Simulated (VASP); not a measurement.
# Ta4Rh (P-3m1) in VASP: notebook

The runs below take Ta4Rh through single point, with PBE.

Program: VASP 6.6.1. These are calculated values, not measurements. Logs are shortened: lines on timing, memory, paths and dates and some standing lists are left out, and cuts for length are marked.

### Step 1. The cell of the first run

The structure is trigonal, space group P-3m1 (No. 164). The conventional cell has a = 2.959 Å, b = 2.959 Å, c = 9.516 Å, α = 90.00°, β = 90.00°, γ = 120.00°. Within 2.8 Å of Ta (site symmetry 3m) lie 3 Rh at 2.13 Å. Within 3.8 Å of Ta (site symmetry 3m) lie 12 Ta at 2.87 to 2.96 Å. Within 2.8 Å of Rh (site symmetry -3m) lie 6 Ta at 2.13 Å.

### Step 2. Single point, PBE

INCAR

```
SYSTEM = Ta4Rh
PREC     = Accurate       ! precision mode
ENCUT    = 520            ! plane-wave cutoff, eV
EDIFF    = 1E-7           ! SCF threshold, eV
ISMEAR   = 0              ! smearing method
SIGMA    = 0.1            ! smearing width, eV
LREAL    = .False.        ! projectors in reciprocal space
LASPH    = .True.         ! aspherical terms in the spheres
NELM     = 100            ! most SCF steps
ALGO     = Normal         ! electronic algorithm
ISIF     = 2              ! what is computed and relaxed
LWAVE    = .False.        ! write WAVECAR
LCHARG   = .False.        ! write CHGCAR
GGA      = PE             ! functional
NBANDS   = 38             ! bands
```

KPOINTS

```
regular mesh
0
Gamma
  6 6 2
  0 0 0
```

POSCAR

```
Ta4Rh
1.0
    2.9593220600      0.0000000000      0.0000000000
   -1.4796610300      2.5628480900      0.0000000000
    0.0000000000      0.0000000000      9.5156450000
Ta Rh
4 1
Direct
    0.3333333300      0.6666666700      0.8658552800
    0.3333333300      0.6666666700      0.3767953500
    0.6666666700      0.3333333300      0.1341447200
    0.6666666700      0.3333333300      0.6232046500
    0.0000000000      0.0000000000      0.0000000000
```

Potentials or basis: VASP PAW PBE potentials, release 64 (Ta_pv, Rh_pv).

The run is started by

```sh
$ cat potpaw_PBE.64/Ta_pv/POTCAR potpaw_PBE.64/Rh_pv/POTCAR > POTCAR
$ mpirun -np 1 vasp_std > vasp.out
```

OUTCAR:

```text
SYSTEM = Ta4Rh
   PREC = Accurate
   ENCUT = 520
   EDIFF = 1E-7
   ISMEAR = 0
   LREAL = .False.
   LASPH = .True.
   NELM = 100
   ISIF = 2
   GGA = PE

 ion  position               nearest neighbor table
   1  0.333  0.667  0.866-   5 2.13   5 2.13   5 2.13   4 2.87   4 2.87   4 2.87   3 3.07   3 3.07
                             3 3.07
   2  0.333  0.667  0.377-   3 2.87   3 2.87   3 2.87   4 2.90   4 2.90   4 2.90
   3  0.667  0.333  0.134-   5 2.13   5 2.13   5 2.13   2 2.87   2 2.87   2 2.87   1 3.07   1 3.07
                             1 3.07
   4  0.667  0.333  0.623-   1 2.87   1 2.87   1 2.87   2 2.90   2 2.90   2 2.90
   5  0.000  0.000  0.000-   1 2.13   3 2.13   3 2.13   1 2.13   3 2.13   1 2.13

  LATTYP: Found a hexagonal cell.
 ALAT       =     2.9593220600
 C/A-ratio  =     3.2154813863

  Lattice vectors:

 A1 = (   2.9593220600,   0.0000000000,   0.0000000000)
 A2 = (  -1.4796610300,   2.5628480900,   0.0000000000)
 A3 = (   0.0000000000,   0.0000000000,   9.5156450000)

Analysis of symmetry for initial positions (statically):
=====================================================================
 Subroutine PRICEL returns:
 Original cell was already a primitive cell.

 Routine SETGRP: Setting up the symmetry group for a
 hexagonal supercell.

 Subroutine GETGRP returns: Found 12 space group operations
 (whereof 12 operations were pure point group operations)
 out of a pool of 24 trial point group operations.

The static configuration has the point symmetry D_3d.

Analysis of symmetry for dynamics (positions and initial velocities):
=====================================================================
 Subroutine PRICEL returns:
 Original cell was already a primitive cell.

 Routine SETGRP: Setting up the symmetry group for a
 hexagonal supercell.

 Subroutine GETGRP returns: Found 12 space group operations
 (whereof 12 operations were pure point group operations)
 out of a pool of 24 trial point group operations.

The dynamic configuration has the point symmetry D_3d.

 Subroutine INISYM returns: Found 12 space group operations
 (whereof 12 operations are pure point group operations),
 and found     1 'primitive' translations

----------------------------------------------------------------------------------------

                                     Primitive cell

[... 84 lines left out ...]
   NELM   =    100;   NELMIN=  2; NELMDL= -5     # of ELM steps
   EDIFF  = 0.1E-06   stopping-criterion for ELM
   LREAL  =      F    real-space projection
   EDIFFG = 0.1E-05   stopping-criterion for IOM
   NSW    =      0    number of steps for IOM
   IBRION =     -1    ionic relax: 0-MD 1-quasi-New 2-CG
   NFREE  =      0    steps in history (QN), initial steepest desc. (CG)
   ISIF   =      2    stress and relaxation
   ISYM   =      2    0-nonsym 1-usesym 2-fastsym
   POTIM  = 0.5000    time-step for ionic-motion
   TEBEG  =    0.0;   TEEND  =   0.0 temperature during run
   PSTRESS=    0.0 pullay stress
   NELECT =      59.0000    total number of electrons
   NUPDOWN=      -1.0000    fix difference up-down
   EMIN   =  10.00;   EMAX   =-10.00  energy-range for DOS
   EFERMI =   0.00;   METHOD = LEGACY
   ISMEAR =     0;   SIGMA  =   0.10  broadening in eV -4-tet -1-fermi 0-gaus
   EFERMI_NEDOS =   21; number of points for ismear=-14 and -15
   IALGO  =     38    algorithm
   IMIX   =      4    mixing-type and parameters
     AMIX     =   0.40;   BMIX     =  1.00
     AMIX_MAG =   1.60;   BMIX_MAG =  1.00
  volume/ion in A,a.u.               =      14.43        97.40
  Fermi-wavevector in a.u.,A,eV,Ry     =   1.530762  2.892721 31.881619  2.343233
  Thomas-Fermi vector in A             =   2.638200
   LORBIT       =      0    0 simple, 1 ext, 2 COOP (PROOUT), +10 PAW based schemes
   GGA     = PE    functional components
   LHFCALC =     F    Hartree Fock is set to
   AEXX    =    0.0000 exact exchange contribution
   IVDW    =     0    specifies the selected vdW correction
   LEPSILON=     F    determine dielectric tensor
   LRPA    =     F    only Hartree local field effects (RPA)
 non-spin polarized calculation
 Gauss-broadening in eV      SIGMA  =   0.10
  energy-cutoff  :      520.00
  volume of cell :       72.17
 maximum number of plane-waves:      1992
 NGX is ok and might be reduce to    24
   NGX = 11   NGY = 11   NGZ = 35

 number of electron      58.9999994 magnetization

 Free energy of the ion-electron system (eV)
  ---------------------------------------------------
  ext. energy  EPLUGINS =         0.00000000
  ---------------------------------------------------
  free energy    TOTEN  =       -40.66759082 eV

  energy without entropy =      -40.64324367  energy(sigma->0) =      -40.65541724

 E-fermi :   9.1705     XC(G=0): -13.6612

 val. band max:        9.1401436091   @ k =   0.1667  -0.0000   0.0000
 cond. band min:       9.1717705256   @ k =   0.3333  -0.0000   0.0000
 fundamental gap:      0.0316269165
 Fermi energy:         9.1705212441

 k-point     1 :       0.0000    0.0000    0.0000
  band No.  band energies     occupation
      1     -40.7013      2.00000
      2     -40.6522      2.00000
      3     -40.6522      2.00000
      4     -26.0322      2.00000
      5     -25.3958      2.00000
      6     -25.2972      2.00000
[... 563 lines left out ...]
     37      13.0530      0.00000
     38      13.2540      0.00000

------------------------ aborting loop because EDIFF is reached ----------------------------------------

  FORCE on cell =-STRESS in cart. coord.  units (eV):
  Direction    XX          YY          ZZ          XY          YZ          ZX
  --------------------------------------------------------------------------------------
  -------------------------------------------------------------------------------------
  Total       54.3469892     54.3469896     63.8042213      0.0000000      0.0000000      0.0000000
  in kB     1206.5150523   1206.5150599   1416.4676726      0.0000000      0.0000000      0.0000000
  external PRESSURE =    1276.4992616 kB  Pullay stress =       0.0000000 kB

 VOLUME and BASIS-vectors are now :
 -----------------------------------------------------------------------------
  energy-cutoff  :      520.00
  volume of cell :       72.17
      direct lattice vectors                 reciprocal lattice vectors
     2.959322060  0.000000000  0.000000000     0.337915232  0.195095449  0.000000000
    -1.479661030  2.562848090  0.000000000     0.000000000  0.390190899  0.000000000
     0.000000000  0.000000000  9.515645000     0.000000000  0.000000000  0.105090091

 POSITION                                       TOTAL-FORCE (eV/Angst)
 -----------------------------------------------------------------------------------
     -0.00000      1.70857      8.23917        -0.000000     -0.000000    -19.078309
     -0.00000      1.70857      3.58545        -0.000000      0.000000      0.890813
      1.47966      0.85428      1.27647        -0.000000      0.000000     19.078309
      1.47966      0.85428      5.93019         0.000000     -0.000000     -0.890813
      0.00000      0.00000      0.00000        -0.000000      0.000000      0.000000
 -----------------------------------------------------------------------------------
    total drift:                               -0.000000     -0.000000     -0.000000

  FREE ENERGIE OF THE ION-ELECTRON SYSTEM (eV)
  ---------------------------------------------------
  free  energy   TOTEN  =       -40.6675908170 eV

  energy  without entropy=      -40.6432436681  energy(sigma->0) =      -40.65541724
```

OSZICAR:

```text
N       E                     dE             d eps       ncg     rms          rms(c)
DAV:   1     0.682514701576E+03    0.68251E+03   -0.33508E+04  1064   0.169E+03
DAV:   2    -0.131684186508E+02   -0.69568E+03   -0.67959E+03  1144   0.527E+02
DAV:   3    -0.423114955437E+02   -0.29143E+02   -0.28018E+02  1296   0.105E+02
[... 11 lines left out ...]
DAV:  15    -0.406676017147E+02    0.43637E-04   -0.20273E-04  1184   0.580E-02    0.215E-02
DAV:  16    -0.406675920077E+02    0.97070E-05   -0.31297E-05  1310   0.382E-02    0.114E-02
DAV:  17    -0.406675913408E+02    0.66684E-06   -0.32325E-06  1242   0.127E-02    0.463E-03
DAV:  18    -0.406675908292E+02    0.51168E-06   -0.23264E-07   972   0.236E-03    0.197E-03
DAV:  19    -0.406675908170E+02    0.12207E-07   -0.15302E-07   888   0.226E-03
   1 F= -.40667591E+02 E0= -.40655417E+02  d E =-.243471E-01
```

Wall time 23 s (1 thread of Intel Xeon 6975P-C (Granite Rapids), shared host); peak memory 0.21 GiB.

Results:

```
Free energy   : -40.6676 eV
Pressure      : 127.6 GPa
Largest force : 19.078 eV/Å
```

Forces in eV/Å, atoms in the order of the input:
```
Ta    0.000   0.000 -19.078
Ta    0.000   0.000   0.891
Ta    0.000   0.000  19.078
Ta    0.000   0.000  -0.891
Rh    0.000   0.000   0.000
```

Stress tensor (GPa, compression positive):
```
120.65   0.00   0.00
  0.00 120.65   0.00
  0.00   0.00 141.65
```

Levels at points of the mesh, in eV from the Fermi level:
```
           k point  band 25  band 26  band 27  band 28  band 29  band 30  band 31  band 32  band 33  band 34
(0.00, 0.00, 0.00)    -1.16    -0.94    -0.94    -0.21     0.09     0.09     0.58     0.58     0.86     2.68
(0.50, 0.00, 0.00)    -3.06    -2.90    -0.73    -0.72    -0.51    -0.04     1.08     1.64     1.76     2.38
(0.00, 0.00, 0.50)    -1.01    -1.01    -0.53    -0.20     0.00     0.27     0.27     0.63     0.63     2.15
(0.50, 0.00, 0.50)    -3.05    -2.61    -1.98    -0.76    -0.40     0.52     0.54     1.03     2.02     3.22
```

Caveat: the k points lie up to 0.41 Å⁻¹ apart; spin-orbit coupling is left out, which moves the levels of the heavy elements; forces of over 1 eV/Å act on the atoms, so gaps and moduli don't describe the material at rest.

### Step 3. Single point, PBE

This run uses another cell than the first one, of 17.68 Å³/atom, 1.225 times its volume.

INCAR

```
PREC = Accurate
ENCUT = 520
EDIFF = 1E-6
ISMEAR = 0
SIGMA = 0.1
LREAL = False
LASPH = True
NELM = 100
ALGO = Normal
ISIF = 2
LWAVE = False
LCHARG = False
GGA = PE
NBANDS = 38
```

KPOINTS

```
Automatic mesh
0
Gamma
  6 6 2
```

POSCAR

```
Ta4Rh
1.0
    2.9253597488      0.0000000000      0.0000000000
   -1.4626798744      2.5334358577      0.0000000000
    0.0000000000      0.0000000000     11.9248092321
Ta Rh
4 1
Direct
    0.3333333333      0.6666666667      0.8153657819
    0.3333333333      0.6666666667      0.3947771132
    0.6666666667      0.3333333333      0.1846342181
    0.6666666667      0.3333333333      0.6052228868
    0.0000000000      0.0000000000      0.0000000000
```

Potentials or basis: VASP PAW PBE potentials, release 64 (Ta_pv, Rh_pv).

The run is started by

```sh
$ cat potpaw_PBE.64/Ta_pv/POTCAR potpaw_PBE.64/Rh_pv/POTCAR > POTCAR
$ mpirun -np 1 vasp_std > vasp.out
```

Wall time 32 s (1 thread of Intel Xeon 6975P-C (Granite Rapids), shared host); peak memory 0.22 GiB.

The run converged. Its results:

```
Free energy   : -54.2574 eV
Pressure      : 0.0 GPa
Largest force : 0.018 eV/Å
```

Forces in eV/Å, atoms in the order of the input:
```
Ta   0.000  0.000 -0.018
Ta   0.000  0.000 -0.003
Ta   0.000  0.000  0.018
Ta   0.000  0.000  0.003
Rh   0.000  0.000  0.000
```

Stress tensor (GPa, compression positive):
```
-0.02  0.00  0.00
 0.00 -0.02  0.00
 0.00  0.00  0.13
```

Levels at points of the mesh, in eV from the Fermi level:
```csv
k point,band 28,band 29,band 30,band 31,band 32,band 33
"(0.00, 0.00, 0.00)",-0.23,0.44,0.44,0.49,0.56,0.56
"(0.50, 0.00, 0.00)",-0.02,0.00,0.81,0.85,1.02,2.10
"(0.00, 0.00, 0.50)",-0.45,0.38,0.38,0.49,0.49,0.87
"(0.50, 0.00, 0.50)",0.00,0.03,0.23,0.91,1.06,1.61
```

Caveat: the k points lie up to 0.41 Å⁻¹ apart; spin-orbit coupling is left out, which moves the levels of the heavy elements.
